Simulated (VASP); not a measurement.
Ta: single point with r2SCAN

The system is Ta.

```
Ta
1.0
    -1.66351    1.66351    1.66351
     1.66351   -1.66351    1.66351
     1.66351    1.66351   -1.66351
Ta
1
Cartesian
  0.0000 0.0000 0.0000
```

```yaml
Program: VASP 6.6.1
Task: single point
Functional: r2SCAN
Potentials_or_basis: VASP PAW PBE potentials, release 64 (Ta_pv)
Cutoff: 520 eV
k_mesh: 9 × 9 × 9
Occupations: fermi-dirac, width 0.1 eV
Spin: no spin polarisation
Dipole_correction: no
Further_INCAR_settings: ALGO = Normal; EDIFF = 1e-06; NBANDS = 12
```

| Property | Result |
| --- | --- |
| Pressure | -2.3 GPa |

Levels at points of the mesh, in eV from the Fermi level:
```
           k point  band 2  band 3  band 4  band 5  band 6  band 7  band 8  band 9
(0.00, 0.00, 0.00)  -34.36  -34.36   -8.28    0.80    0.80    0.80    4.21    4.21
```

Wall time 13 s on 1 thread of Intel(R) Xeon(R) 6975P-C (Granite Rapids), on a shared host, peak memory 0.15 GiB.

Caveat: the PAW data sets were made with another functional, which shifts forces and pressure a little; spin-orbit coupling is left out, which moves the levels of the heavy elements.
